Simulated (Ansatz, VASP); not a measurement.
**CdSe4: VASP beside Ansatz**

The input INCAR:

```
SYSTEM = CdSe4
PREC = Accurate
ENCUT = 600
EDIFF = 1E-7
ISMEAR = 0
SIGMA = 0.2
LREAL = .FALSE.
LASPH = .TRUE.
NELM = 60
ALGO = Normal
ISIF = 3
LWAVE = .FALSE.
LCHARG = .FALSE.
GGA = PE
IBRION = 2
NSW = 36
EDIFFG = -0.08
```

Contents of KPOINTS:

```
regular mesh
0
G
  4 4 4
  0 0 0
```

The input POSCAR:

```
CdSe4
1.0
   -3.0974066100      3.0974066100      4.1341228900
    3.0974066100     -3.0974066100      4.1341228900
    3.0974066100      3.0974066100     -4.1341228900
Cd Se
1 4
Direct
    0.0112866100      0.0112866100      0.0000000000
    0.3675723500      0.3675723500      0.4395144100
    0.9280579400      0.9280579400      0.5604855900
    0.3675723500      0.9280579400      0.0000000000
    0.9280579400      0.3675723500      0.0000000000
```

Input for Ansatz:

```yaml
crystal:
  lattice:
    - [-3.09740661, 3.09740661, 4.13412289]
    - [3.09740661, -3.09740661, 4.13412289]
    - [3.09740661, 3.09740661, -4.13412289]
  atoms:
    - { symbol: Cd, position: [0.01128661, 0.01128661, 0.0] }
    - { symbol: Se, position: [0.36757235, 0.36757235, 0.43951441] }
    - { symbol: Se, position: [0.92805794, 0.92805794, 0.56048559] }
    - { symbol: Se, position: [0.36757235, 0.92805794, 0.0] }
    - { symbol: Se, position: [0.92805794, 0.36757235, 0.0] }
basis:
  ecutwfc: 420
kpoints:
  mp_grid: { grid: [4, 4, 4] }
hamiltonian:
  xc: pbe
scf:
  occupations: { method: gaussian, width: 0.2 }
  lower_state_search: "off"
output:
  forces: true
  stress: true
  eigenvalues: true
relax:
  adjacent_minimum: "off"
  f_tol: 0.08
  max_steps: 16
  cell: { stress_tol: 0.8 }
```

Alike in both runs: task relaxation of cell and atoms; functional PBE; k mesh 4 × 4 × 4; occupations gaussian, width 0.2 eV; no spin polarisation.

```csv
,VASP,Ansatz
version,VASP 6.6.1,Ansatz 0.2.0
potentials or method,"VASP PAW PBE potentials, release 64 (Cd, Se), cutoff 600 eV","scalar-relativistic, plane waves, PAW"
valence electrons in the cell,36,84
```

```csv
,VASP,Ansatz,Ansatz less VASP
"gap on the k mesh at the Fermi level, each at its own relaxed structure (eV)",none,none,-
relaxed volume (Å³/atom),27.56,27.38,-0.177
relaxed length of the cell vector where the two differ most in proportion (Å),5.938,5.933,-0.0050
```

A gap of «none» marks a metal or a gap that the smearing closes. VASP's potentials hold 36 valence electrons a cell and Ansatz's 84, so a difference there can come from the potentials and not from the codes.
